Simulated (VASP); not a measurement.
Here is a VASP 6.6.1 calculation.

The input INCAR:

```
  PREC = Accurate
  ENCUT = 520
  EDIFF = 1E-6
  ISMEAR = 0
  SIGMA = 0.15
  LREAL = False
  LASPH = True
  NELM = 80
  ALGO = Normal
  ISIF = 2
  LWAVE = False
  LCHARG = False
  GGA = CA
  NBANDS = 11
```

Contents of KPOINTS:

```
Automatic mesh
0
Gamma
  20 20 20
```

POSCAR

```
Si
1.0
   -2.3713723045      2.3713723045      1.2760947743
    2.3713723045     -2.3713723045      1.2760947743
    2.3713723045      2.3713723045     -1.2760947743
Si
2
Direct
    0.2500000000      0.7500000000      0.5000000000
    0.5000000000      0.5000000000      0.0000000000
```

Potentials or basis: VASP PAW LDA potentials, release 64 (Si).

Command:

```console
$ cat potpaw_LDA.64/Si/POTCAR > POTCAR
$ mpirun -np 1 vasp_std > vasp.out
```

Task: What does it give for the band gap on the k mesh?

Result: Zero (band 4 reaches 12.09 eV, above the bottom of band 5 at 5.53 eV).

Task: Predict the pressure.

Result: 4.0 GPa.

Stress tensor (GPa, compression positive):
```
3.14 0.00 0.00
0.00 3.14 0.00
0.00 0.00 5.59
```

Caveat: the cell differs from its parent crystal (strain +0.000 along x and y, -0.040 along z).
